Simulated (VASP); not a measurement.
# C: single point with B3LYP

The system is C.

```xyz
2
Lattice="0.0000 1.7714 1.7714 1.7714 0.0000 1.7714 1.7714 1.7714 0.0000" Properties=species:S:1:pos:R:3 pbc="T T T"
C     2.6571    2.6571    2.6571
C     1.7714    1.7714    1.7714
```

* Program: VASP 6.6.1
* Task: single point
* Functional: B3LYP
* Potentials or basis: VASP PAW PBE potentials, release 64 (C)
* Cutoff: 520 eV
* k mesh: 7 × 7 × 7
* Occupations: fermi-dirac, width 0.05 eV
* Spin: no spin polarisation
* Dipole correction: no
* Grid for exact exchange (PRECFOCK): Normal
* Further INCAR settings: ALGO = Normal; EDIFF = 1e-06; NBANDS = 11

```json
{
  "Pressure": "10.7 GPa",
  "Band gap on the k mesh": "6.21 eV, indirect (least direct gap 7.53 eV)"
}
```

Levels at points of the mesh, in eV from the valence-band top:
```
           k point  band 2  band 3  band 4  band 5  band 6  band 7
(0.00, 0.00, 0.00)    0.00    0.00    0.00    7.53    7.53    7.53
```

Wall time 3.2 min on 1 thread of AMD EPYC 7R13 Processor (Zen 3), on a shared host, peak memory 0.09 GiB.

Caveat: the k points lie up to 0.44 Å⁻¹ apart; the PAW data sets were made with another functional, which shifts forces and pressure a little. A k mesh can miss the band edges.
